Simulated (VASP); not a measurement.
# MgB2 (P6/mmm) in VASP: further runs

Runs on MgB2. Level: PBE. Tasks: single point.

Program: VASP 6.6.1. These are calculated values, not measurements. Logs are shortened: lines on timing, memory, paths and dates and some standing lists are left out, and cuts for length are marked.

### Step 1. The cell of the first run

It takes space group P6/mmm (No. 191, hexagonal). The conventional cell has a = 2.975 Å, b = 2.975 Å, c = 3.316 Å, α = 90.00°, β = 90.00°, γ = 120.00°. Mg (site symmetry 6/mmm) has 12 B at 2.39 Å and 8 Mg at 2.97 to 3.32 Å within 3.4 Å. Within 2.4 Å of B (site symmetry -6m2) lie 3 B at 1.72 Å and 6 Mg at 2.39 Å.

### Step 2. Single point, PBE (8.47 Å³/atom)

INCAR

```
SYSTEM = MgB2
PREC = Accurate
ENCUT = 520
EDIFF = 1E-6
ISMEAR = 0
SIGMA = 0.1
LREAL = .FALSE.
LASPH = .TRUE.
NELM = 80
ALGO = Normal
ISIF = 2
LWAVE = .FALSE.
LCHARG = .TRUE.
GGA = PE
LELF = .TRUE.
LVHAR = .TRUE.
NBANDS = 11
```

KPOINTS

```
Automatic mesh
0
G
  15 15 12
  0 0 0
```

POSCAR

```
MgB2
1.0
    2.9749712813      0.0000000000      0.0000000000
   -1.4874856407      2.5764007052      0.0000000000
    0.0000000000      0.0000000000      3.3161523243
Mg B
1 2
Direct
    0.0000000000      0.0000000000      0.0000000000
    0.3333333333      0.6666666667      0.5000000000
    0.6666666667      0.3333333333      0.5000000000
```

Potentials or basis: VASP PAW PBE potentials, release 64 (Mg, B).

Command:

```console
$ cat potpaw_PBE.64/Mg/POTCAR potpaw_PBE.64/B/POTCAR > POTCAR
$ mpirun -np 1 vasp_std > vasp.out
```

OUTCAR:

```text
SYSTEM = MgB2
   PREC = Accurate
   ENCUT = 520
   EDIFF = 1E-6
   ISMEAR = 0
   LREAL = .FALSE.
   LASPH = .TRUE.
   NELM = 80
   ISIF = 2
   GGA = PE

 ion  position               nearest neighbor table
   1  0.000  0.000  0.000-   2 2.39   3 2.39   2 2.39   3 2.39   3 2.39   3 2.39   2 2.39   2 2.39
                             3 2.39   3 2.39   2 2.39   2 2.39
   2  0.333  0.667  0.500-   3 1.72   3 1.72   3 1.72   1 2.39   1 2.39   1 2.39   1 2.39   1 2.39
                             1 2.39
   3  0.667  0.333  0.500-   2 1.72   2 1.72   2 1.72   1 2.39   1 2.39   1 2.39   1 2.39   1 2.39
                             1 2.39

  LATTYP: Found a hexagonal cell.
 ALAT       =     2.9749712813
 C/A-ratio  =     1.1146838106

  Lattice vectors:

 A1 = (   2.9749712813,   0.0000000000,   0.0000000000)
 A2 = (  -1.4874856407,   2.5764007052,   0.0000000000)
 A3 = (   0.0000000000,   0.0000000000,   3.3161523243)

Analysis of symmetry for initial positions (statically):
=====================================================================
 Subroutine PRICEL returns:
 Original cell was already a primitive cell.

 Routine SETGRP: Setting up the symmetry group for a
 hexagonal supercell.

 Subroutine GETGRP returns: Found 24 space group operations
 (whereof 24 operations were pure point group operations)
 out of a pool of 24 trial point group operations.

The static configuration has the point symmetry D_6h.

Analysis of symmetry for dynamics (positions and initial velocities):
=====================================================================
 Subroutine PRICEL returns:
 Original cell was already a primitive cell.

 Routine SETGRP: Setting up the symmetry group for a
 hexagonal supercell.

 Subroutine GETGRP returns: Found 24 space group operations
 (whereof 24 operations were pure point group operations)
 out of a pool of 24 trial point group operations.

The dynamic configuration has the point symmetry D_6h.

 Subroutine INISYM returns: Found 24 space group operations
 (whereof 24 operations are pure point group operations),
 and found     1 'primitive' translations

----------------------------------------------------------------------------------------

                                     Primitive cell

  volume of cell :      25.4174

  direct lattice vectors                    reciprocal lattice vectors
     2.974971281  0.000000000  0.000000000     0.336137699  0.194069191  0.000000000
    -1.487485641  2.576400705  0.000000000     0.000000000  0.388138382  0.000000000
     0.000000000  0.000000000  3.316152324     0.000000000  0.000000000  0.301554302

  length of vectors
     2.974971281  2.974971281  3.316152324     0.388138382  0.388138382  0.301554302

  position of ions in fractional coordinates (direct lattice)
     0.000000000  0.000000000  0.000000000
     0.333333333  0.666666667  0.500000000
     0.666666667  0.333333333  0.500000000

  ion indices of the primitive-cell ions
   primitive index   ion index
                 1           1
                 2           2
                 3           3

----------------------------------------------------------------------------------------

 KPOINTS: Automatic mesh

Automatic generation of k-mesh.
 Grid dimensions read from file:
 generate k-points for:   15   15   12

 Generating k-lattice:

  Cartesian coordinates                     Fractional coordinates (reciprocal lattice)
     0.022409180  0.012937946  0.000000000     0.066666667  0.000000000  0.000000000
     0.000000000  0.025875892  0.000000000     0.000000000  0.066666667  0.000000000
     0.000000000  0.000000000  0.025129525     0.000000000  0.000000000  0.083333333

  Length of vectors
     0.025875892  0.025875892  0.025129525

  Shift w.r.t. Gamma in fractional coordinates (k-lattice)
     0.000000000  0.000000000  0.000000000

 Subroutine IBZKPT returns following result:
 ===========================================

 Found    189 irreducible k-points:

 Following reciprocal coordinates:
            Coordinates               Weight
  0.000000  0.000000  0.000000      1.000000
  0.066667  0.000000  0.000000      6.000000
  0.133333  0.000000  0.000000      6.000000
  0.200000 -0.000000  0.000000      6.000000
  0.266667  0.000000  0.000000      6.000000
  0.333333  0.000000  0.000000      6.000000
[... 16 lines left out ...]
  0.333333  0.200000  0.000000     12.000000
  0.400000  0.200000  0.000000      6.000000
 [... further k-points ...]
   k-points           NKPTS =    189   k-points in BZ     NKDIM =    189   number of bands    NBANDS=     11
   number of dos      NEDOS =    301   number of ions     NIONS =      3
   total plane-waves  NPLWV =  16128
   dimension x,y,z NGX =    24 NGY =   24 NGZ =   28
   dimension x,y,z NGXF=    48 NGYF=   48 NGZF=   56
   ions per type =               1   2
   NGX,Y,Z   is equivalent  to a cutoff of  13.41, 13.41, 14.04 a.u.
   NGXF,Y,Z  is equivalent  to a cutoff of  26.82, 26.82, 28.07 a.u.
 SYSTEM =  MgB2
   PREC   = accura    normal or accurate (medium, high low for compatibility)
   ISTART =      0    job   : 0-new  1-cont  2-samecut
   ICHARG =      2    charge: 1-file 2-atom 10-const
   ISPIN  =      1    spin polarized calculation?
   LNONCOLLINEAR =      F non collinear calculations
   LSORBIT =      F    spin-orbit coupling
   LASPH  =      T    aspherical Exc in radial PAW
   ENCUT  =  520.0 eV  38.22 Ry    6.18 a.u.   5.53  5.53  6.17*2*pi/ulx,y,z
   NELM   =     80;   NELMIN=  2; NELMDL= -5     # of ELM steps
   EDIFF  = 0.1E-05   stopping-criterion for ELM
   LREAL  =      F    real-space projection
   EDIFFG = 0.1E-04   stopping-criterion for IOM
   NSW    =      0    number of steps for IOM
   IBRION =     -1    ionic relax: 0-MD 1-quasi-New 2-CG
   NFREE  =      0    steps in history (QN), initial steepest desc. (CG)
   ISIF   =      2    stress and relaxation
   ISYM   =      2    0-nonsym 1-usesym 2-fastsym
   POTIM  = 0.5000    time-step for ionic-motion
   TEBEG  =    0.0;   TEEND  =   0.0 temperature during run
   PSTRESS=    0.0 pullay stress
   NELECT =       8.0000    total number of electrons
   NUPDOWN=      -1.0000    fix difference up-down
   EMIN   =  10.00;   EMAX   =-10.00  energy-range for DOS
   EFERMI =   0.00;   METHOD = LEGACY
   ISMEAR =     0;   SIGMA  =   0.10  broadening in eV -4-tet -1-fermi 0-gaus
   EFERMI_NEDOS =   21; number of points for ismear=-14 and -15
   IALGO  =     38    algorithm
   IMIX   =      4    mixing-type and parameters
     AMIX     =   0.40;   BMIX     =  1.00
     AMIX_MAG =   1.60;   BMIX_MAG =  1.00
  volume/ion in A,a.u.               =       8.47        57.17
  Fermi-wavevector in a.u.,A,eV,Ry     =   1.113597  2.104393 16.872553  1.240098
  Thomas-Fermi vector in A             =   2.250183
   LORBIT       =      0    0 simple, 1 ext, 2 COOP (PROOUT), +10 PAW based schemes
   GGA     = PE    functional components
   LHFCALC =     F    Hartree Fock is set to
   AEXX    =    0.0000 exact exchange contribution
   IVDW    =     0    specifies the selected vdW correction
   LEPSILON=     F    determine dielectric tensor
   LRPA    =     F    only Hartree local field effects (RPA)
 non-spin polarized calculation
 Gauss-broadening in eV      SIGMA  =   0.10
  energy-cutoff  :      520.00
  volume of cell :       25.42
 maximum number of plane-waves:       709
 NGX is ok and might be reduce to    24
   NGX = 11   NGY = 11   NGZ = 13

 number of electron       8.0000000 magnetization

 Free energy of the ion-electron system (eV)
  ---------------------------------------------------
  ext. energy  EPLUGINS =         0.00000000
  ---------------------------------------------------
  free energy    TOTEN  =       -15.10371724 eV

  energy without entropy =      -15.09962132  energy(sigma->0) =      -15.10166928

 E-fermi :   6.2410     XC(G=0): -11.4530

 val. band max:        6.2219866143   @ k =   0.4667   0.0667   0.0833
 cond. band min:       6.2527788550   @ k =   0.3333   0.1333   0.4167
 fundamental gap:      0.0307922407
 Fermi energy:         6.2410287417

 k-point     1 :       0.0000    0.0000    0.0000
  band No.  band energies     occupation
      1      -6.9803      2.00000
      2       3.3139      2.00000
      3       6.5587      0.00001
      4       6.5587      0.00001
      5       8.6322      0.00000
      6      12.8769      0.00000
      7      12.8769      0.00000
      8      15.3705      0.00000
      9      17.2349      0.00000
     10      20.1513      0.00000
     11      23.7580      0.00000

 k-point     2 :       0.0667    0.0000    0.0000
  band No.  band energies     occupation
      1      -6.8978      2.00000
      2       3.3927      2.00000
      3       6.1369      1.85899
      4       6.3531      0.11300
      5       8.6859      0.00000
      6      12.8969      0.00000
      7      13.2538      0.00000
      8      15.5156      0.00000
      9      16.9230      0.00000
     10      20.5361      0.00000
     11      23.4769      0.00000

 k-point     3 :       0.1333    0.0000    0.0000
  band No.  band energies     occupation
      1      -6.6511      2.00000
      2       3.6280      2.00000
      3       5.0705      2.00000
      4       5.8583      2.00000
      5       8.8689      0.00000
      6      12.7908      0.00000
      7      14.2586      0.00000
      8      15.9446      0.00000
      9      16.0612      0.00000
     10      21.5787      0.00000
     11      22.8567      0.00000

 k-point     4 :       0.2000   -0.0000    0.0000
  band No.  band energies     occupation
      1      -6.2420      2.00000
      2       3.6965      2.00000
      3       4.0160      2.00000
      4       5.2750      2.00000
      5       9.1751      0.00000
      6      12.5252      0.00000
      7      14.8291      0.00000
      8      15.6773      0.00000
      9      16.3920      0.00000
     10      22.3503      0.00000
     11      22.3808      0.00000

 k-point     5 :       0.2667    0.0000    0.0000
  band No.  band energies     occupation
      1      -5.6738      2.00000
      2       2.2309      2.00000
      3       4.5474      2.00000
      4       4.7315      2.00000
      5       9.5554      0.00000
      6      12.2616      0.00000
      7      13.4281      0.00000
      8      16.4747      0.00000
      9      17.3514      0.00000
     10      21.5453      0.00000
     11      22.3167      0.00000
[... 211 lines left out ...]
 k-point    21 :       0.2000    0.2000    0.0000
  band No.  band energies     occupation
      1      -4.7936      2.00000
      2       1.4771      2.00000
      3       2.4943      2.00000
      4       5.3675      2.00000
      5      10.6958      0.00000
      6      11.9460      0.00000
      7      14.1723      0.00000
      8      14.6994      0.00000
      9      18.4357      0.00000
     10      18.6100      0.00000
     11      20.7499      0.00000

 k-point    22 :       0.2667    0.2000    0.0000
  band No.  band energies     occupation
      1      -4.0082      2.00000
      2       0.4043      2.00000
      3       1.8355      2.00000
      4       6.0686      1.98528
      5      10.8385      0.00000
      6      11.3957      0.00000
      7      13.7578      0.00000
      8      15.4530      0.00000
      9      17.6308      0.00000
     10      19.0320      0.00000
     11      20.1995      0.00000

 k-point    23 :       0.3333    0.2000    0.0000
  band No.  band energies     occupation
      1      -3.0938      2.00000
      2      -0.7886      2.00000
      3       1.5229      2.00000
      4       6.7948      0.00000
      5       9.8440      0.00000
      6      12.0907      0.00000
      7      13.2790      0.00000
      8      15.7608      0.00000
      9      17.1612      0.00000
     10      19.7028      0.00000
     11      20.2267      0.00000

 k-point    24 :       0.4000    0.2000    0.0000
  band No.  band energies     occupation
      1      -2.2892      2.00000
      2      -1.6977      2.00000
      3       1.4271      2.00000
      4       7.1976      0.00000
      5       9.3474      0.00000
      6      12.6383      0.00000
      7      12.8276      0.00000
      8      15.7786      0.00000
      9      17.0074      0.00000
     10      19.7053      0.00000
     11      21.3296      0.00000

 [... further k-points ...]
[... 5 lines left out ...]
  --------------------------------------------------------------------------------------
  -------------------------------------------------------------------------------------
  Total        3.6296472      3.6296472      3.5976974     -0.0000000      0.0000000     -0.0000000
  in kB      228.7938482    228.7938482    226.7798999     -0.0000000      0.0000000     -0.0000000
  external PRESSURE =     228.1225321 kB  Pullay stress =       0.0000000 kB

 VOLUME and BASIS-vectors are now :
 -----------------------------------------------------------------------------
  energy-cutoff  :      520.00
  volume of cell :       25.42
      direct lattice vectors                 reciprocal lattice vectors
     2.974971281  0.000000000  0.000000000     0.336137699  0.194069191  0.000000000
    -1.487485641  2.576400705  0.000000000     0.000000000  0.388138382  0.000000000
     0.000000000  0.000000000  3.316152324     0.000000000  0.000000000  0.301554302

 POSITION                                       TOTAL-FORCE (eV/Angst)
 -----------------------------------------------------------------------------------
      0.00000      0.00000      0.00000         0.000000      0.000000      0.000000
     -0.00000      1.71760      1.65808        -0.000000      0.000000      0.000000
      1.48749      0.85880      1.65808         0.000000      0.000000      0.000000
 -----------------------------------------------------------------------------------
    total drift:                                0.000000     -0.000000      0.000000

  FREE ENERGIE OF THE ION-ELECTRON SYSTEM (eV)
  ---------------------------------------------------
  free  energy   TOTEN  =       -15.1037172399 eV

  energy  without entropy=      -15.0996213203  energy(sigma->0) =      -15.10166928
```

Run time: 55 s. Hardware: 1 thread of Intel Xeon 8259CL, shared host; peak memory 0.19 GiB.

What came out:

* Free energy: -15.1037 eV
* Pressure: 22.8 GPa
* Band gap on the k mesh: zero (bands 4 and 5 overlap by 4.34 eV)

Levels at points of the mesh, in eV from the Fermi level:
| k point | band 1 | band 2 | band 3 | band 4 | band 5 | band 6 | band 7 | band 8 | band 9 |
| --- | --- | --- | --- | --- | --- | --- | --- | --- | --- |
| (0.00, 0.00, 0.00) | -13.22 | -2.93 | 0.32 | 0.32 | 2.39 | 6.64 | 6.64 | 9.13 | 10.99 |
| (0.00, 0.00, 0.50) | -11.66 | -8.01 | 0.81 | 0.81 | 6.93 | 6.93 | 8.47 | 11.59 | 11.83 |

Caveat: the cell stands under pressure.

### Step 3. Single point, PBE (8.76 Å³/atom)

This run uses another cell than the first one, of 8.76 Å³/atom.

INCAR

```
SYSTEM = MgB2
ALGO = Normal
EDIFF = 1E-7
ENCUT = 520
GGA = PE
ISIF = 2
ISMEAR = 0
LASPH = .TRUE.
LCHARG = .FALSE.
LREAL = .FALSE.
LWAVE = .FALSE.
NBANDS = 11
NELM = 60
PREC = Accurate
SIGMA = 0.1
```

KPOINTS

```
k-points
0
G
  15 15 12
  0 0 0
```

POSCAR

```
MgB2
1.0
    2.9999244993      0.0000000000      0.0000000000
   -1.4999622496      2.5980108258      0.0000000000
    0.0000000000      0.0000000000      3.3723923641
Mg B
1 2
Direct
    0.0000000000      0.0000000000      0.0000000000
    0.3333333333      0.6666666667      0.5000000000
    0.6666666667      0.3333333333      0.5000000000
```

Potentials or basis: VASP PAW PBE potentials, release 64 (Mg, B).

Command:

```console
$ cat potpaw_PBE.64/Mg/POTCAR potpaw_PBE.64/B/POTCAR > POTCAR
$ mpirun -np 1 vasp_std > vasp.out
```

It took 83 s on 1 thread of Intel Xeon 8259CL, shared host; peak memory 0.19 GiB.

Results (log left out):

| Quantity | Value |
| --- | --- |
| Free energy | -15.2078 eV |
| Pressure | 15.8 GPa |
| Band gap on the k mesh | zero (bands 4 and 5 overlap by 4.18 eV) |

Stress tensor (GPa, compression positive):
```
15.85  0.00  0.00
 0.00 15.85  0.00
 0.00  0.00 15.63
```

Levels at points of the mesh, in eV from the Fermi level:
```csv
k point,band 2,band 3,band 4,band 5,band 6,band 7
"(0.00, 0.00, 0.00)",-2.96,0.34,0.34,2.17,6.58,6.58
"(0.00, 0.00, 0.50)",-7.86,0.80,0.80,6.88,6.88,8.37
```

Caveat: the cell stands under pressure.
